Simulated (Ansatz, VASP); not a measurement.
## Two plane-wave programs on Pt

Contents of POSCAR:

```
Pt
1.0
    2.5356188197      0.0000000000      0.0000000000
    0.0000000000      2.5356188197      0.0000000000
    0.0000000000      0.0000000000      2.5356188197
Pt
1
Direct
    0.0000000000      0.0000000000      0.0000000000
```

Contents of INCAR.step1:

```
ALGO = Normal
EDIFF = 1E-5
EDIFFG = -0.005
ENCUT = 550
GGA = PE
GGA_COMPAT = F
IBRION = 2
ISIF = 3
ISMEAR = -1
LASPH = T
LCHARG = F
LREAL = F
LWAVE = T
NELM = 120
NELMIN = 4
NSW = 100
PREC = Accurate
SIGMA = 0.1
```

The input INCAR.step2:

```
ALGO = Normal
EDIFF = 1E-7
EDIFFG = -0.01
ENCUT = 550
GGA_COMPAT = F
IBRION = 2
ISIF = 3
ISMEAR = -1
ISTART = 1
LASPH = T
LCHARG = F
LMIXTAU = T
LREAL = F
LWAVE = F
METAGGA = R2SCAN
NELM = 120
NELMIN = 4
NSW = 80
PREC = Accurate
SIGMA = 0.1
```

KPOINTS

```
k-points
0
Gamma
  12 12 12
```

Input for Ansatz:

```yaml
crystal:
  lattice:
    - [2.5356188197, 0.0, 0.0]
    - [0.0, 2.5356188197, 0.0]
    - [0.0, 0.0, 2.5356188197]
  atoms:
    - { symbol: Pt, position: [0.0, 0.0, 0.0] }
hamiltonian:
  xc: r2scan
  pseudopotentials:
    kind: paw
    azcp:
      Pt: "pseudopotentials/Pt.paw.azcp"
basis:
  ecutwfc: 500
  fft_grid_basis: typed
kpoints:
  mp_grid: { grid: [12, 12, 12], shift: [0, 0, 0] }
magnetization:
  spin_polarized: false
scf:
  occupations: { method: fermi_dirac, width: 0.1 }
relax:
  max_steps: 60
  f_tol: 0.01
  cell: {}
```

Alike in both runs: task relaxation of cell and atoms; functional r2SCAN; k mesh 12 × 12 × 12; occupations fermi-dirac, width 0.1 eV; no spin polarisation.

|  | VASP | Ansatz |
| --- | --- | --- |
| version | VASP 6.6.1 | Ansatz 0.2.0 |
| potentials or method | VASP PAW PBE potentials, release 64 (Pt), cutoff 550 eV | plane waves (500 eV) with PAW, scalar-relativistic |
| valence electrons in the cell | 10 | 18 |

Ansatz gave:

* relaxed volume (Å³/atom): 17.66
* relaxed cell length with the largest relative difference (Å): 2.604

What did VASP give for the same quantities?

Relaxed volume (Å³/atom): 17.69; relaxed cell length with the largest relative difference (Å): 2.606.

VASP's potentials were made for PBE, not for r2SCAN. VASP's potentials hold 10 valence electrons a cell and Ansatz's 18, so a difference there can come from the potentials and not from the codes.

Neither program's run includes spin-orbit coupling.
